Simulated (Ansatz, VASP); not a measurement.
# One calculation of SiO2, two programs

The input INCAR:

```
PREC = Accurate
ENCUT = 520
EDIFF = 1E-8
ISMEAR = -1
SIGMA = 0.02
LREAL = False
LASPH = True
NELM = 80
ALGO = Normal
ISIF = 2
LWAVE = False
LCHARG = False
GGA = PE
LEFG = True
NBANDS = 44
```

File KPOINTS:

```
Automatic mesh
0
Gamma
  4 4 3
```

The input POSCAR:

```
SiO2
1.0
    4.9960000000      0.0000000000      0.0000000000
    0.0000000000      4.9960000000      0.0000000000
    0.0000000000      0.0000000000      7.0160000000
Si O
4 8
Direct
    0.2952500000      0.2952500000      0.0000000000
    0.2047500000      0.7952500000      0.2500000000
    0.7047500000      0.7047500000      0.5000000000
    0.7952500000      0.2047500000      0.7500000000
    0.2406000000      0.0951500000      0.1748200000
    0.4048500000      0.7406000000      0.4248200000
    0.7594000000      0.9048500000      0.6748200000
    0.5951500000      0.2594000000      0.9248200000
    0.7406000000      0.4048500000      0.5751800000
    0.9048500000      0.7594000000      0.3251800000
    0.2594000000      0.5951500000      0.0751800000
    0.0951500000      0.2406000000      0.8251800000
```

Input for Ansatz:

```yaml
crystal:
  lattice:
    - [4.996, 0.0, 0.0]
    - [0.0, 4.996, 0.0]
    - [0.0, 0.0, 7.016]
  atoms:
    - { symbol: Si, position: [0.29525, 0.29525, 0.0] }
    - { symbol: Si, position: [0.20475, 0.79525, 0.25] }
    - { symbol: Si, position: [0.70475, 0.70475, 0.5] }
    - { symbol: Si, position: [0.79525, 0.20475, 0.75] }
    - { symbol: O, position: [0.2406, 0.09515, 0.17482] }
    - { symbol: O, position: [0.40485, 0.7406, 0.42482] }
    - { symbol: O, position: [0.7594, 0.90485, 0.67482] }
    - { symbol: O, position: [0.59515, 0.2594, 0.92482] }
    - { symbol: O, position: [0.7406, 0.40485, 0.57518] }
    - { symbol: O, position: [0.90485, 0.7594, 0.32518] }
    - { symbol: O, position: [0.2594, 0.59515, 0.07518] }
    - { symbol: O, position: [0.09515, 0.2406, 0.82518] }
kpoints:
  mp_grid: { grid: [4, 4, 3] }
scf:
  occupations: { method: fermi_dirac, width: 0.02 }
hamiltonian:
  xc: pbe
  pseudopotentials: { kind: paw, frozen_core: stored }
output:
  forces: true
  stress: true
  populations: true
  efg: { quadrupole_moments_barn: { O: -0.02558 } }
  write_density: true
  write_potential: true
  elf: true
  volumetric_format: npy
```

Alike in both runs: task electric field gradients; functional PBE; k mesh 4 × 4 × 3; occupations fermi-dirac, width 0.02 eV; no spin polarisation.

```csv
,VASP,Ansatz
version,VASP 6.6.1,Ansatz 0.2.0
potentials or method,"VASP PAW PBE potentials, release 64 (Si, O)","plane-wave PAW, scalar-relativistic"
plane-wave cutoff (eV),520,420
valence electrons in the cell,64,64
```

|  | VASP | Ansatz | Ansatz less VASP |
| --- | --- | --- | --- |
| gap on the k mesh at the Fermi level (eV) | 5.76 | 5.76 | -0.001 |
| pressure (GPa) | 7.5 | 7.4 | -0.13 |
| traceless stress, the component that is largest in VASP (GPa) | -0.79 | -0.75 | +0.037 |
| rms of the force components (eV/Å) | 0.229 | 0.231 | +0.0025 |
| size of Vzz on the site where it differs most (V/Å²) | 87.1 | 94.8 | +7.70 |

Atom by atom the forces differ by 0.008 eV/Å (rms over components). With one functional, cell and mesh, what is left measures potentials, basis and numerics.
